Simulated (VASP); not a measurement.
# BiS (Cccm) in VASP: single point with PBE

Aim: the single point of BiS with PBE.

All numbers are computed with VASP 6.6.1; they aren't measurements. Logs are shortened: lines on timing, memory, paths and dates and some standing lists are left out, and cuts for length are marked.

### 1 The cell of the first run

The structure is orthorhombic, space group Cccm (No. 66). The conventional cell has a = 5.463 Å, b = 5.475 Å, c = 8.056 Å, α = 90.00°, β = 90.00°, γ = 90.00°. Bi (site symmetry 2/m) has 4 S at 2.79 Å within 3.7 Å. S (site symmetry 222) has 4 Bi at 2.79 Å within 3.7 Å.

### 2 Single point, PBE

INCAR

```
ALGO = Normal
EDIFF = 1E-6
ENCUT = 520
GGA = PE
ISIF = 2
ISMEAR = 0
LASPH = True
LCHARG = False
LREAL = False
LWAVE = False
NBANDS = 29
NELM = 80
PREC = Accurate
SIGMA = 0.1
```

KPOINTS

```
k-points
0
Gamma
  12 12 6
```

POSCAR

```
BiS
1.0
    2.7313669590     -2.7376655706      0.0000000000
    2.7313669590      2.7376655706      0.0000000000
    0.0000000000      0.0000000000      8.0563078456
Bi S
2 2
Direct
    0.0000000000      0.5000000000      0.0000000000
    0.5000000000      0.0000000000      0.5000000000
    0.5000000000      0.5000000000      0.7500000000
    0.5000000000      0.5000000000      0.2500000000
```

Potentials or basis: VASP PAW PBE potentials, release 64 (Bi_d, S).

Started as:

```sh
cat potpaw_PBE.64/Bi_d/POTCAR potpaw_PBE.64/S/POTCAR > POTCAR
mpirun -np 1 vasp_std > vasp.out
```

OUTCAR:

```text
EDIFF = 1E-6
   ENCUT = 520
   GGA = PE
   ISIF = 2
   ISMEAR = 0
   LASPH = True
   LREAL = False
   NELM = 80
   PREC = Accurate

 ion  position               nearest neighbor table
   1  0.000  0.500  0.000-   3 2.79   4 2.79   3 2.79   4 2.79
   2  0.500  0.000  0.500-   3 2.79   4 2.79   3 2.79   4 2.79
   3  0.500  0.500  0.750-   1 2.79   2 2.79   2 2.79   1 2.79
   4  0.500  0.500  0.250-   1 2.79   2 2.79   2 2.79   1 2.79

  LATTYP: Found a base centered orthorhombic cell.
 ALAT       =     5.4627339180
 B/A-ratio  =     1.0023060291
 C/A-ratio  =     1.4747758113

  Lattice vectors:

 A1 = (   2.7313669590,  -2.7376655706,   0.0000000000)
 A2 = (   2.7313669590,   2.7376655706,   0.0000000000)
 A3 = (   0.0000000000,   0.0000000000,   8.0563078456)

Analysis of symmetry for initial positions (statically):
=====================================================================
 Subroutine PRICEL returns:
 Original cell was already a primitive cell.

 Routine SETGRP: Setting up the symmetry group for a
 base centered orthorhombic supercell.

 Subroutine GETGRP returns: Found  8 space group operations
 (whereof  4 operations were pure point group operations)
 out of a pool of  8 trial point group operations.

The static configuration has the point symmetry C_2h.
 The point group associated with its full space group is D_2h.

Analysis of symmetry for dynamics (positions and initial velocities):
=====================================================================
 Subroutine PRICEL returns:
 Original cell was already a primitive cell.

 Routine SETGRP: Setting up the symmetry group for a
 base centered orthorhombic supercell.

 Subroutine GETGRP returns: Found  8 space group operations
 (whereof  4 operations were pure point group operations)
 out of a pool of  8 trial point group operations.

The dynamic configuration has the point symmetry C_2h.
 The point group associated with its full space group is D_2h.

 Subroutine INISYM returns: Found  8 space group operations
 (whereof  4 operations are pure point group operations),
 and found     1 'primitive' translations

----------------------------------------------------------------------------------------

                                     Primitive cell

  volume of cell :     120.4832

  direct lattice vectors                    reciprocal lattice vectors
     2.731366959 -2.737665571  0.000000000     0.183058523 -0.182637355  0.000000000
     2.731366959  2.737665571  0.000000000     0.183058523  0.182637355  0.000000000
     0.000000000  0.000000000  8.056307846     0.000000000  0.000000000  0.124126339

  length of vectors
     3.867192553  3.867192553  8.056307846     0.258586207  0.258586207  0.124126339

  position of ions in fractional coordinates (direct lattice)
     0.000000000  0.500000000  0.000000000
     0.500000000  0.000000000  0.500000000
     0.500000000  0.500000000  0.750000000
     0.500000000  0.500000000  0.250000000

  ion indices of the primitive-cell ions
   primitive index   ion index
                 1           1
                 2           2
                 3           3
                 4           4

----------------------------------------------------------------------------------------

 KPOINTS: k-points

Automatic generation of k-mesh.
 Grid dimensions read from file:
 generate k-points for:   12   12    6

 Generating k-lattice:

  Cartesian coordinates                     Fractional coordinates (reciprocal lattice)
     0.015254877 -0.015219780  0.000000000     0.083333333  0.000000000  0.000000000
     0.015254877  0.015219780  0.000000000     0.000000000  0.083333333  0.000000000
     0.000000000  0.000000000  0.020687723     0.000000000  0.000000000  0.166666667

  Length of vectors
     0.021548851  0.021548851  0.020687723

  Shift w.r.t. Gamma in fractional coordinates (k-lattice)
     0.000000000  0.000000000  0.000000000

 Subroutine IBZKPT returns following result:
 ===========================================

 Found    172 irreducible k-points:

 Following reciprocal coordinates:
            Coordinates               Weight
  0.000000  0.000000  0.000000      1.000000
  0.083333 -0.000000  0.000000      4.000000
  0.166667  0.000000  0.000000      4.000000
  0.250000  0.000000  0.000000      4.000000
  0.333333 -0.000000  0.000000      4.000000
  0.416667 -0.000000  0.000000      4.000000
[... 16 lines left out ...]
  0.500000  0.166667  0.000000      4.000000
 -0.416667  0.166667  0.000000      4.000000
 [... further k-points ...]
   k-points           NKPTS =    172   k-points in BZ     NKDIM =    172   number of bands    NBANDS=     29
   number of dos      NEDOS =    301   number of ions     NIONS =      4
   total plane-waves  NPLWV =  54000
   dimension x,y,z NGX =    30 NGY =   30 NGZ =   60
   dimension x,y,z NGXF=    60 NGYF=   60 NGZF=  120
   ions per type =               2   2
   NGX,Y,Z   is equivalent  to a cutoff of  12.90, 12.90, 12.38 a.u.
   NGXF,Y,Z  is equivalent  to a cutoff of  25.79, 25.79, 24.76 a.u.
 SYSTEM =  unknown system
   PREC   = accura    normal or accurate (medium, high low for compatibility)
   ISTART =      0    job   : 0-new  1-cont  2-samecut
   ICHARG =      2    charge: 1-file 2-atom 10-const
   ISPIN  =      1    spin polarized calculation?
   LNONCOLLINEAR =      F non collinear calculations
   LSORBIT =      F    spin-orbit coupling
   LASPH  =      T    aspherical Exc in radial PAW
   ENCUT  =  520.0 eV  38.22 Ry    6.18 a.u.   7.19  7.19 14.98*2*pi/ulx,y,z
   NELM   =     80;   NELMIN=  2; NELMDL= -5     # of ELM steps
   EDIFF  = 0.1E-05   stopping-criterion for ELM
   LREAL  =      F    real-space projection
   EDIFFG = 0.1E-04   stopping-criterion for IOM
   NSW    =      0    number of steps for IOM
   IBRION =     -1    ionic relax: 0-MD 1-quasi-New 2-CG
   NFREE  =      0    steps in history (QN), initial steepest desc. (CG)
   ISIF   =      2    stress and relaxation
   ISYM   =      2    0-nonsym 1-usesym 2-fastsym
   POTIM  = 0.5000    time-step for ionic-motion
   TEBEG  =    0.0;   TEEND  =   0.0 temperature during run
   PSTRESS=    0.0 pullay stress
   NELECT =      42.0000    total number of electrons
   NUPDOWN=      -1.0000    fix difference up-down
   EMIN   =  10.00;   EMAX   =-10.00  energy-range for DOS
   EFERMI =   0.00;   METHOD = LEGACY
   ISMEAR =     0;   SIGMA  =   0.10  broadening in eV -4-tet -1-fermi 0-gaus
   EFERMI_NEDOS =   21; number of points for ismear=-14 and -15
   IALGO  =     38    algorithm
   IMIX   =      4    mixing-type and parameters
     AMIX     =   0.40;   BMIX     =  1.00
     AMIX_MAG =   1.60;   BMIX_MAG =  1.00
  volume/ion in A,a.u.               =      30.12       203.27
  Fermi-wavevector in a.u.,A,eV,Ry     =   1.152168  2.177282 18.061609  1.327491
  Thomas-Fermi vector in A             =   2.288821
   LORBIT       =      0    0 simple, 1 ext, 2 COOP (PROOUT), +10 PAW based schemes
   GGA     = PE    functional components
   LHFCALC =     F    Hartree Fock is set to
   AEXX    =    0.0000 exact exchange contribution
   IVDW    =     0    specifies the selected vdW correction
   LEPSILON=     F    determine dielectric tensor
   LRPA    =     F    only Hartree local field effects (RPA)
 non-spin polarized calculation
 Gauss-broadening in eV      SIGMA  =   0.10
  energy-cutoff  :      520.00
  volume of cell :      120.48
 maximum number of plane-waves:      3288
 NGX is ok and might be reduce to    30
   NGX = 15   NGY = 15   NGZ = 29

 number of electron      41.9999997 magnetization

 Free energy of the ion-electron system (eV)
  ---------------------------------------------------
  ext. energy  EPLUGINS =         0.00000000
  ---------------------------------------------------
  free energy    TOTEN  =       -16.67762759 eV

  energy without entropy =      -16.66964265  energy(sigma->0) =      -16.67363512

 E-fermi :   4.9615     XC(G=0):  -9.0634

 val. band max:        4.9549950803   @ k =   0.2500   0.1667   0.1667
 cond. band min:       4.9675306400   @ k =   0.3333  -0.0000   0.1667
 fundamental gap:      0.0125355597
 Fermi energy:         4.9614780959

 k-point     1 :       0.0000    0.0000    0.0000
  band No.  band energies     occupation
      1     -18.2153      2.00000
      2     -18.2147      2.00000
      3     -18.1827      2.00000
      4     -18.1826      2.00000
      5     -18.1040      2.00000
      6     -18.1004      2.00000
[... 21 lines left out ...]
     28       9.4004      0.00000
     29      10.7555      0.00000

 k-point     2 :       0.0833   -0.0000    0.0000
  band No.  band energies     occupation
      1     -18.2147      2.00000
      2     -18.2113      2.00000
      3     -18.1851      2.00000
      4     -18.1826      2.00000
      5     -18.1023      2.00000
      6     -18.1013      2.00000
[... 21 lines left out ...]
     28       9.8245      0.00000
     29      11.1152      0.00000

 k-point     3 :       0.1667    0.0000    0.0000
  band No.  band energies     occupation
      1     -18.2137      2.00000
      2     -18.2012      2.00000
      3     -18.1917      2.00000
      4     -18.1824      2.00000
      5     -18.1037      2.00000
      6     -18.1030      2.00000
[... 21 lines left out ...]
     28      10.7205      0.00000
     29      12.0267      0.00000

 k-point     4 :       0.2500    0.0000    0.0000
  band No.  band energies     occupation
      1     -18.2124      2.00000
      2     -18.2006      2.00000
      3     -18.1877      2.00000
      4     -18.1821      2.00000
      5     -18.1072      2.00000
      6     -18.1062      2.00000
[... 597 lines left out ...]
     28      10.9852      0.00000
     29      11.6525      0.00000

 k-point    23 :       0.5000    0.1667    0.0000
  band No.  band energies     occupation
      1     -18.2198      2.00000
      2     -18.1972      2.00000
      3     -18.1886      2.00000
      4     -18.1614      2.00000
      5     -18.1176      2.00000
      6     -18.1164      2.00000
[... 21 lines left out ...]
     28      10.9978      0.00000
     29      11.5001      0.00000

 k-point    24 :      -0.4167    0.1667    0.0000
  band No.  band energies     occupation
      1     -18.2175      2.00000
      2     -18.1974      2.00000
      3     -18.1886      2.00000
      4     -18.1647      2.00000
      5     -18.1167      2.00000
      6     -18.1156      2.00000
[... 21 lines left out ...]
     28      10.9761      0.00000
     29      11.6419      0.00000

 [... further k-points ...]
[... 5 lines left out ...]
  --------------------------------------------------------------------------------------
  -------------------------------------------------------------------------------------
  Total       -0.0370895     -0.0596939     -0.0424924      0.0000000      0.0000000      0.0000000
  in kB       -0.4932131     -0.7938052     -0.5650609      0.0000000      0.0000000      0.0000000
  external PRESSURE =      -0.6173597 kB  Pullay stress =       0.0000000 kB

 VOLUME and BASIS-vectors are now :
 -----------------------------------------------------------------------------
  energy-cutoff  :      520.00
  volume of cell :      120.48
      direct lattice vectors                 reciprocal lattice vectors
     2.731366959 -2.737665571  0.000000000     0.183058523 -0.182637355  0.000000000
     2.731366959  2.737665571  0.000000000     0.183058523  0.182637355  0.000000000
     0.000000000  0.000000000  8.056307846     0.000000000  0.000000000  0.124126339

 POSITION                                       TOTAL-FORCE (eV/Angst)
 -----------------------------------------------------------------------------------
      1.36568      1.36883      0.00000         0.000000      0.000000     -0.000000
      1.36568     -1.36883      4.02815        -0.000000      0.000000     -0.000000
      2.73137      0.00000      6.04223         0.000000      0.000000      0.000000
      2.73137      0.00000      2.01408         0.000000     -0.000000     -0.000000
 -----------------------------------------------------------------------------------
    total drift:                                0.000000     -0.000000      0.000000

  FREE ENERGIE OF THE ION-ELECTRON SYSTEM (eV)
  ---------------------------------------------------
  free  energy   TOTEN  =       -16.6776275920 eV

  energy  without entropy=      -16.6696426494  energy(sigma->0) =      -16.67363512
```

Wall time 8.8 min (1 thread of Intel Xeon 6975P-C, shared host); peak memory 0.57 GiB.

What came out:

| Property | Result |
| --- | --- |
| Free energy | -16.6776 eV |
| Pressure | -0.1 GPa |
| Band gap on the k mesh | zero (band 21 reaches 6.90 eV, above the bottom of band 22 at 3.26 eV) |

Levels at points of the mesh, in eV from the Fermi level:
```tsv
k point	band 19	band 20	band 21	band 22	band 23	band 24
(0.00, 0.00, 0.00)	-1.64	-1.00	0.92	1.23	1.23	2.96
(0.50, 0.00, 0.00)	-2.47	-1.45	-0.10	2.16	2.55	2.67
(0.50, 0.50, 0.00)	-2.15	-1.98	-1.98	-1.33	0.13	3.53
(0.00, 0.00, 0.50)	-2.07	-2.07	1.94	1.94	2.32	2.32
(0.50, 0.00, 0.50)	-1.90	-1.52	-1.39	1.11	2.16	3.28
(0.50, 0.50, 0.50)	-1.80	-1.80	-1.70	-1.70	2.47	2.47
```

Caveat: spin-orbit coupling is left out, which moves the levels of the heavy elements.
